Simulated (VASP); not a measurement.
# Cr in VASP: single point with PBE

Aim: the single point of Cr with PBE.

Program: VASP 6.6.1. These are calculated values, not measurements. Logs are shortened: lines on timing, memory, paths and dates and some standing lists are left out, and cuts for length are marked.

## Step 1: The cell of the first run

The cell holds a slab with vacuum, 4 atoms: a = 2.467 Å, b = 2.467 Å, c = 19.043 Å, α = 90.00°, β = 90.00°, γ = 109.47°.

## Step 2: Single point, PBE, collinear spin, ferromagnetic start

INCAR

```
  PREC = Accurate
  ENCUT = 520
  EDIFF = 1E-6
  ISMEAR = -1
  SIGMA = 0.05
  LREAL = F
  LASPH = T
  NELM = 150
  ALGO = Normal
  ISIF = 2
  LWAVE = F
  LCHARG = T
  ISPIN = 2
  MAGMOM = 2 2 2 2
  LORBIT = 11
  LMAXMIX = 4
  LDIPOL = T
  IDIPOL = 3
  DIPOL = 0.5 0.5 0.500
  GGA = PE
  LELF = T
  LVHAR = T
  LVACPOTAV = T
  NBANDS = 36
```

KPOINTS

```
Automatic mesh
0
Gamma
  14 14 1
```

POSCAR

```
Cr
1.0
    2.4668230336      0.0000000000      0.0000000000
   -0.8222743445      2.3257430600      0.0000000000
    0.0000000000      0.0000000000     19.0425000000
Cr
4
Direct
    0.2500000000      0.2500000000      0.3449573353
    0.7500000000      0.7500000000      0.4466026532
    0.2500000000      0.2500000000      0.5533973137
    0.7500000000      0.7500000000      0.6550426972
```

Potentials or basis: VASP PAW PBE potentials, release 64 (Cr_pv).

Run with:

```
cat potpaw_PBE.64/Cr_pv/POTCAR > POTCAR
mpirun -np 1 vasp_std > vasp.out
```

OUTCAR:

```text
PREC = Accurate
   ENCUT = 520
   EDIFF = 1E-6
   ISMEAR = -1
   LREAL = F
   LASPH = T
   NELM = 150
   ISIF = 2
   ISPIN = 2
   LORBIT = 11
   GGA = PE

 ion  position               nearest neighbor table
   1  0.250  0.250  0.345-   2 2.40   2 2.40   2 2.79   2 2.79
   2  0.750  0.750  0.447-   1 2.40   1 2.40   3 2.48   3 2.48   1 2.79   1 2.79   3 2.86   3 2.86

   3  0.250  0.250  0.553-   4 2.40   4 2.40   2 2.48   2 2.48   4 2.79   4 2.79   2 2.86   2 2.86

   4  0.750  0.750  0.655-   3 2.40   3 2.40   3 2.79   3 2.79

  LATTYP: Found a base centered orthorhombic cell.
 ALAT       =     2.8484418850
 B/A-ratio  =     1.4142135624
 C/A-ratio  =     6.6852338117

  Lattice vectors:

 A1 = (   2.4668230336,   0.0000000000,   0.0000000000)
 A2 = (  -0.8222743445,   2.3257430600,   0.0000000000)
 A3 = (   0.0000000000,   0.0000000000,  19.0425000000)

Analysis of symmetry for initial positions (statically):
=====================================================================
 Subroutine PRICEL returns:
 Original cell was already a primitive cell.

 Routine SETGRP: Setting up the symmetry group for a
 base centered orthorhombic supercell.

 Subroutine GETGRP returns: Found  8 space group operations
 (whereof  4 operations were pure point group operations)
 out of a pool of  8 trial point group operations.

The static configuration has the point symmetry C_2h.
 The point group associated with its full space group is D_2h.

Analysis of symmetry for dynamics (positions and initial velocities):
=====================================================================
 Subroutine PRICEL returns:
 Original cell was already a primitive cell.

 Routine SETGRP: Setting up the symmetry group for a
 base centered orthorhombic supercell.

 Subroutine GETGRP returns: Found  8 space group operations
 (whereof  4 operations were pure point group operations)
 out of a pool of  8 trial point group operations.

The dynamic configuration has the point symmetry C_2h.
 The point group associated with its full space group is D_2h.

Analysis of structural, dynamic, and magnetic symmetry:
=====================================================================
 Subroutine PRICEL returns:
 Original cell was already a primitive cell.

 Routine SETGRP: Setting up the symmetry group for a
 base centered orthorhombic supercell.

 Subroutine GETGRP returns: Found  8 space group operations
 (whereof  4 operations were pure point group operations)
 out of a pool of  8 trial point group operations.

The overall configuration has the point symmetry C_2h.
 The point group associated with its full space group is D_2h.

 Subroutine INISYM returns: Found  8 space group operations
 (whereof  4 operations are pure point group operations),
 and found     1 'primitive' translations

----------------------------------------------------------------------------------------

                                     Primitive cell

  volume of cell :     109.2506

  direct lattice vectors                    reciprocal lattice vectors
     2.466823034  0.000000000  0.000000000     0.405379708  0.143323370  0.000000000
    -0.822274345  2.325743060  0.000000000     0.000000000  0.429970110  0.000000000
     0.000000000  0.000000000 19.042500000     0.000000000  0.000000000  0.052514113

  length of vectors
     2.466823034  2.466823034 19.042500000     0.429970110  0.429970110  0.052514113

  position of ions in fractional coordinates (direct lattice)
     0.250000000  0.250000000  0.344957335
     0.750000000  0.750000000  0.446602653
     0.250000000  0.250000000  0.553397314
     0.750000000  0.750000000  0.655042697

  ion indices of the primitive-cell ions
   primitive index   ion index
                 1           1
                 2           2
                 3           3
                 4           4

----------------------------------------------------------------------------------------

 KPOINTS: Automatic mesh

Automatic generation of k-mesh.
 Grid dimensions read from file:
 generate k-points for:   14   14    1

 Generating k-lattice:

  Cartesian coordinates                     Fractional coordinates (reciprocal lattice)
     0.028955693  0.010237384  0.000000000     0.071428571  0.000000000  0.000000000
     0.000000000  0.030712151  0.000000000     0.000000000  0.071428571  0.000000000
     0.000000000  0.000000000  0.052514113     0.000000000  0.000000000  1.000000000

  Length of vectors
     0.030712151  0.030712151  0.052514113

  Shift w.r.t. Gamma in fractional coordinates (k-lattice)
     0.000000000  0.000000000  0.000000000

 Subroutine IBZKPT returns following result:
 ===========================================

 Found     57 irreducible k-points:

 Following reciprocal coordinates:
            Coordinates               Weight
  0.000000  0.000000  0.000000      1.000000
  0.071429 -0.000000  0.000000      4.000000
  0.142857  0.000000  0.000000      4.000000
  0.214286  0.000000  0.000000      4.000000
  0.285714  0.000000  0.000000      4.000000
  0.357143  0.000000  0.000000      4.000000
[... 16 lines left out ...]
  0.214286  0.142857  0.000000      4.000000
  0.285714  0.142857  0.000000      4.000000
 [... further k-points ...]
   k-points           NKPTS =     57   k-points in BZ     NKDIM =     57   number of bands    NBANDS=     36
   number of dos      NEDOS =    301   number of ions     NIONS =      4
   total plane-waves  NPLWV =  46656
   dimension x,y,z NGX =    18 NGY =   18 NGZ =  144
   dimension x,y,z NGXF=    36 NGYF=   36 NGZF=  288
   ions per type =               4
   NGX,Y,Z   is equivalent  to a cutoff of  12.13, 12.13, 12.57 a.u.
   NGXF,Y,Z  is equivalent  to a cutoff of  24.26, 24.26, 25.14 a.u.
 SYSTEM =  unknown system
   PREC   = accura    normal or accurate (medium, high low for compatibility)
   ISTART =      0    job   : 0-new  1-cont  2-samecut
   ICHARG =      2    charge: 1-file 2-atom 10-const
   ISPIN  =      2    spin polarized calculation?
   LNONCOLLINEAR =      F non collinear calculations
   LSORBIT =      F    spin-orbit coupling
   LASPH  =      T    aspherical Exc in radial PAW
   ENCUT  =  520.0 eV  38.22 Ry    6.18 a.u.   4.59  4.59 35.41*2*pi/ulx,y,z
   NELM   =    150;   NELMIN=  2; NELMDL= -5     # of ELM steps
   EDIFF  = 0.1E-05   stopping-criterion for ELM
   LREAL  =      F    real-space projection
   EDIFFG = 0.1E-04   stopping-criterion for IOM
   NSW    =      0    number of steps for IOM
   IBRION =     -1    ionic relax: 0-MD 1-quasi-New 2-CG
   NFREE  =      0    steps in history (QN), initial steepest desc. (CG)
   ISIF   =      2    stress and relaxation
   ISYM   =      2    0-nonsym 1-usesym 2-fastsym
   POTIM  = 0.5000    time-step for ionic-motion
   TEBEG  =    0.0;   TEEND  =   0.0 temperature during run
   PSTRESS=    0.0 pullay stress
   NELECT =      48.0000    total number of electrons
   NUPDOWN=      -1.0000    fix difference up-down
   EMIN   =  10.00;   EMAX   =-10.00  energy-range for DOS
   EFERMI =   0.00;   METHOD = LEGACY
   ISMEAR =    -1;   SIGMA  =   0.05  broadening in eV -4-tet -1-fermi 0-gaus
   EFERMI_NEDOS =   21; number of points for ismear=-14 and -15
   IALGO  =     38    algorithm
   IMIX   =      4    mixing-type and parameters
     AMIX     =   0.40;   BMIX     =  1.00
     AMIX_MAG =   1.60;   BMIX_MAG =  1.00
  volume/ion in A,a.u.               =      27.31       184.31
  Fermi-wavevector in a.u.,A,eV,Ry     =   1.244555  2.351867 21.074289  1.548917
  Thomas-Fermi vector in A             =   2.378816
   LORBIT       =     11    0 simple, 1 ext, 2 COOP (PROOUT), +10 PAW based schemes
   GGA     = PE    functional components
   LHFCALC =     F    Hartree Fock is set to
   AEXX    =    0.0000 exact exchange contribution
   IVDW    =     0    specifies the selected vdW correction
   LEPSILON=     F    determine dielectric tensor
   LRPA    =     F    only Hartree local field effects (RPA)
 spin polarized calculation
  energy-cutoff  :      520.00
  volume of cell :      109.25
 maximum number of plane-waves:      2990
   NGX =  9   NGY =  9   NGZ = 71

 dipolmoment           0.000000      0.000000     -0.000000 electrons x Angstroem

 number of electron      47.9999986 magnetization      -0.0003972

 number of electron      47.9999986 magnetization       0.0001855

 dipolmoment           0.000000      0.000000      0.000004 electrons x Angstroem

 Free energy of the ion-electron system (eV)
  ---------------------------------------------------
  ext. energy  EPLUGINS =         0.00000000
  ---------------------------------------------------
  free energy    TOTEN  =       -35.74272220 eV

  energy without entropy =      -35.70578491  energy(sigma->0) =      -35.72425356

 E-fermi :   2.0009     XC(G=0):  -6.8389

 val. band max:        1.9847658094   @ k =  -0.2143   0.0714   0.0000
 cond. band min:       2.0056424716   @ k =  -0.1429   0.1429   0.0000
 fundamental gap:      0.0208766623
 Fermi energy:         2.0009492841

 spin component 1

 k-point     1 :       0.0000    0.0000    0.0000
  band No.  band energies     occupation
      1     -41.6103      1.00000
      2     -41.3603      1.00000
      3     -41.0556      1.00000
      4     -40.9768      1.00000
      5     -40.9331      1.00000
      6     -40.8220      1.00000
[... 28 lines left out ...]
     35       3.4867      0.00000
     36       3.6634      0.00000

 k-point     2 :       0.0714   -0.0000    0.0000
  band No.  band energies     occupation
      1     -41.5983      1.00000
      2     -41.3628      1.00000
      3     -41.0622      1.00000
      4     -41.0292      1.00000
      5     -40.8993      1.00000
      6     -40.8395      1.00000
[... 28 lines left out ...]
     35       3.7025      0.00000
     36       3.9336      0.00000
[... 817 lines left out ...]
     35       4.7295      0.00000
     36       6.4585      0.00000

 k-point    24 :       0.2857    0.1429    0.0000
  band No.  band energies     occupation
      1     -41.5166      1.00000
      2     -41.4855      1.00000
      3     -41.3327      1.00000
      4     -41.2149      1.00000
      5     -41.0916      1.00000
      6     -41.0634      1.00000
[... 28 lines left out ...]
     35       5.4598      0.00000
     36       7.2714      0.00000

 [... further k-points ...]

 spin component 2

 k-point     1 :       0.0000    0.0000    0.0000
  band No.  band energies     occupation
      1     -41.6102      1.00000
      2     -41.3602      1.00000
      3     -41.0556      1.00000
      4     -40.9767      1.00000
      5     -40.9331      1.00000
      6     -40.8219      1.00000
[... 28 lines left out ...]
     35       3.4867      0.00000
     36       3.6634      0.00000

 k-point     2 :       0.0714   -0.0000    0.0000
  band No.  band energies     occupation
      1     -41.5983      1.00000
      2     -41.3627      1.00000
      3     -41.0622      1.00000
      4     -41.0291      1.00000
      5     -40.8993      1.00000
      6     -40.8395      1.00000
[... 28 lines left out ...]
     35       3.7026      0.00000
     36       3.9336      0.00000
[... 817 lines left out ...]
     35       4.7295      0.00000
     36       6.4586      0.00000

 k-point    24 :       0.2857    0.1429    0.0000
  band No.  band energies     occupation
      1     -41.5166      1.00000
      2     -41.4854      1.00000
      3     -41.3327      1.00000
      4     -41.2149      1.00000
      5     -41.0916      1.00000
      6     -41.0633      1.00000
[... 28 lines left out ...]
     35       5.4598      0.00000
     36       7.2715      0.00000

 [... further k-points ...]
[... 5 lines left out ...]
  --------------------------------------------------------------------------------------
  -------------------------------------------------------------------------------------
  Total       -2.0553247     -2.3195812     -0.1049825     -0.3737153     -0.0000000      0.0000000
  in kB      -30.1416707    -34.0170367     -1.5395848     -5.4805950     -0.0000000      0.0000000
  external PRESSURE =     -21.8994307 kB  Pullay stress =       0.0000000 kB

 VOLUME and BASIS-vectors are now :
 -----------------------------------------------------------------------------
  energy-cutoff  :      520.00
  volume of cell :      109.25
      direct lattice vectors                 reciprocal lattice vectors
     2.466823034  0.000000000  0.000000000     0.405379708  0.143323370  0.000000000
    -0.822274345  2.325743060  0.000000000     0.000000000  0.429970110  0.000000000
     0.000000000  0.000000000 19.042500000     0.000000000  0.000000000  0.052514113

 POSITION                                       TOTAL-FORCE (eV/Angst)
 -----------------------------------------------------------------------------------
      0.41114      0.58144      6.56885         0.000000      0.000000      0.011490
      1.23341      1.74431      8.50443        -0.000000     -0.000000      0.009143
      0.41114      0.58144     10.53807         0.000000      0.000000     -0.009143
      1.23341      1.74431     12.47365         0.000000      0.000000     -0.011490
 -----------------------------------------------------------------------------------
    total drift:                               -0.000000      0.000000      0.001089

  FREE ENERGIE OF THE ION-ELECTRON SYSTEM (eV)
  ---------------------------------------------------
  free  energy   TOTEN  =       -35.7427222026 eV

  energy  without entropy=      -35.7057849111  energy(sigma->0) =      -35.72425356

 vacuum level on the upper side and lower side of the slab         6.842         6.842

 total charge

# of ion       s       p       d       tot
------------------------------------------
    1        0.437   6.300   4.196  10.933
    2        0.445   6.406   4.240  11.091
    3        0.445   6.406   4.240  11.091
    4        0.437   6.300   4.196  10.933
--------------------------------------------------
tot          1.764  25.412  16.872  44.048

 magnetization (x)

# of ion       s       p       d       tot
------------------------------------------
    1        0.000   0.000   0.000   0.000
    2       -0.000   0.000   0.000   0.000
    3       -0.000   0.000   0.000   0.000
    4        0.000   0.000   0.000   0.000
--------------------------------------------------
tot         -0.000   0.000   0.000   0.000
```

Run time: 8.8 min. Hardware: 1 thread of Intel Xeon 6975P-C (Granite Rapids), shared host; peak memory 0.44 GiB.

What came out:

```yaml
Free_energy: -35.7427 eV
Largest_force: 0.011 eV/Å
Band_gap_on_the_k_mesh: zero (filled and empty bands overlap)
Net_moment: 0.00 μB per cell
Valence_electrons_inside_the_program's_atomic_spheres: Cr 10.93, 11.09
```

Forces in eV/Å, atoms in the order of the input:
```
Cr   0.000  0.000  0.011
Cr   0.000  0.000  0.009
Cr   0.000  0.000 -0.009
Cr   0.000  0.000 -0.011
```

Levels at points of the mesh, in eV from the Fermi level:
Spin up:
```csv
k point,band 21,band 22,band 23,band 24,band 25,band 26,band 27,band 28
"(0.00, 0.00, 0.00)",-0.98,-0.97,-0.91,-0.73,-0.05,0.17,0.78,0.82
"(0.50, 0.00, 0.00)",-1.01,-1.01,0.65,0.65,1.01,1.01,1.14,1.14
"(0.50, 0.50, 0.00)",-1.15,0.37,0.58,0.67,0.81,1.12,2.00,2.00
```
Spin down:
| k point | band 21 | band 22 | band 23 | band 24 | band 25 | band 26 | band 27 | band 28 |
| --- | --- | --- | --- | --- | --- | --- | --- | --- |
| (0.00, 0.00, 0.00) | -0.98 | -0.97 | -0.91 | -0.73 | -0.05 | 0.17 | 0.78 | 0.82 |
| (0.50, 0.00, 0.00) | -1.01 | -1.01 | 0.65 | 0.65 | 1.01 | 1.01 | 1.14 | 1.14 |
| (0.50, 0.50, 0.00) | -1.15 | 0.37 | 0.58 | 0.67 | 0.81 | 1.12 | 2.00 | 2.00 |

Caveat: the starting moments collapsed, and a magnetic state may lie lower.
